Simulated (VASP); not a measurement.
## Al: single point with r2SCAN

Al:

```
CELL_PARAMETERS angstrom
0.00000 2.02692 2.02692
2.02692 0.00000 2.02692
2.02692 2.02692 0.00000
ATOMIC_POSITIONS crystal
Al 0.00000 0.00000 0.00000
```

```
Program             : VASP 6.6.1
Task                : single point
Functional          : r2SCAN
Potentials or basis : VASP PAW PBE potentials, release 64 (Al)
Cutoff              : 550 eV
k mesh              : 14 × 14 × 14
Occupations         : fermi-dirac, width 0.1 eV
Spin                : no spin polarisation
```

| Quantity | Value |
| --- | --- |
| Pressure | -4.2 GPa |
| Band gap on the k mesh | zero (an odd number of electrons rules out a gap without spin polarisation) |

Levels at points of the mesh, in eV from the Fermi level:
| k point | band 1 | band 2 | band 3 | band 4 | band 5 |
| --- | --- | --- | --- | --- | --- |
| (0.00, 0.00, 0.00) | -11.76 | 13.29 | 13.29 | 13.29 | 15.11 |
| (0.50, 0.00, 0.00) | -4.94 | -4.51 | 12.05 | 12.05 | 12.22 |
| (0.50, 0.50, 0.00) | -3.12 | -1.63 | 5.48 | 5.97 | 5.97 |

Run time: 48 s on 1 thread of Intel Xeon 8259CL, on a shared host, peak memory 0.14 GiB.

Caveat: the cell stands under tension; the PAW data sets were made with another functional, which shifts forces and pressure a little.
